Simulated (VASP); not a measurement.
Runs of VASP 6.6.1 on BeAl. The structure is that of space group P4/mmm (No. 123), or close to it. The cells are those of the table. The cell was generated, and may not be a known phase.

```csv
task,cell,k mesh,cutoff (eV),gap on the mesh (eV),pressure (GPa),relaxed volume (Å³/atom)
single point,"a = 2.700, b = 2.700, c = 3.485 Å, 2 atoms",6 × 6 × 6,520,none,(a),-
single point,"a = 2.655, b = 2.655, c = 3.581 Å, 2 atoms",20 × 20 × 16,520,none,0.0,-
relaxation of cell and atoms,"relaxed from a = 2.700, b = 2.700, c = 3.485 Å, 2 atoms",6 × 6 × 6,600,none,0.1,(b)
single point,"a = 2.669, b = 2.669, c = 3.541 Å, 2 atoms",6 × 6 × 6,520,none,-0.2,-
relaxation of cell and atoms,"relaxed from a = 2.669, b = 2.669, c = 3.541 Å, 2 atoms",20 × 20 × 16,600,none,-0.1,12.64
```

Alike in all rows: level PBE; potentials or basis VASP PAW PBE potentials, release 64 (Be, Al); no spin polarisation; smearing gaussian 0.1 eV.

Question: Fill in the values left out.

Answer: (a) -0.9; (b) 12.57.

Caveats: some runs use coarse meshes.

A gap of «none» marks levels without a gap at the run's occupations.
